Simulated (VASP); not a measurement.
Runs of VASP 6.6.1 on KF. The structure is that of space group Fm-3m (No. 225), or close to it. The cells are those of the table. 

```tsv
level	cell	smearing	gap on the mesh (eV)	pressure (GPa)
r2SCAN	a = 3.765 Å, angles 59.6°, 2 atoms	gaussian 0.01 eV	6.93	0.2
r2SCAN	a = 3.748 Å, angles 60.2°, 2 atoms	gaussian 0.01 eV	6.93	0.2
r2SCAN	a = 3.760, b = 3.760, c = 3.798 Å, angles 59.7, 59.7, 59.3°, 2 atoms	gaussian 0.01 eV	6.90	0.0
PBE	a = 3.760, b = 3.760, c = 3.798 Å, angles 59.7, 59.7, 59.3°, 2 atoms	fermi-dirac 0.02 eV	(a)	2.0
```

Alike in all rows: task single point; potentials or basis VASP PAW PBE potentials, release 64 (K_sv, F); no spin polarisation; k mesh 8 × 8 × 8; cutoff (eV) 520.

Task: Estimate the missing entries.

Result: (a) 6.23.

Caveats: the PAW data sets were made with another functional, which shifts forces and pressure a little (some runs).

A k mesh can miss the band edges.
